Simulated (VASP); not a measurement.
Wanted: the native input for a VASP 6.6.1 run.

| Property | Result |
| --- | --- |
| Task | single point |
| Functional | PBEsol |
| Potentials or basis | VASP PAW PBE potentials, release 64 (Mg, O) |
| Cutoff | 520 eV |
| k mesh | 10 × 10 × 10 |
| Occupations | fermi-dirac, width 0.05 eV |
| Spin | no spin polarisation |
| Dipole correction | no |
| Further INCAR settings | ALGO = Normal; EDIFF = 1e-06; NBANDS = 11 |

The structure of MgO lies in POSCAR:

```
MgO
1.0
    2.9956437857      0.0000000000      0.0000000000
   -1.4978218928      2.5943036191      0.0000000000
    0.0000000000      0.0000000000      2.7322360880
Mg O
1 1
Direct
    0.0000000000      0.0000000000      0.0000000000
    0.3333333333      0.6666666667      0.5000000000
```

This cell differs from its parent crystal: volume scaled by 1.06.

One way to write it, as run:

INCAR

```
ALGO = Normal
EDIFF = 1E-6
ENCUT = 520
GGA = PS
ISIF = 2
ISMEAR = -1
LASPH = True
LCHARG = False
LREAL = False
LWAVE = False
NBANDS = 11
NELM = 80
PREC = Accurate
SIGMA = 0.05
```

KPOINTS

```
k-points
0
Gamma
  10 10 10
```

Potentials or basis: VASP PAW PBE potentials, release 64 (Mg, O).

Launch:

```console
$ cat potpaw_PBE.64/Mg/POTCAR potpaw_PBE.64/O/POTCAR > POTCAR
$ mpirun -np 1 vasp_std > vasp.out
```

It gave:

| Property | Result |
| --- | --- |
| Pressure | -11.1 GPa |
| Band gap on the k mesh | 2.51 eV, indirect (least direct gap 2.90 eV) |

Caveat: the PAW data sets were made with another functional, which shifts forces and pressure a little.

Run time: 7.6 s on 1 thread of Intel Xeon 6975P-C, on a shared host, peak memory 0.14 GiB.
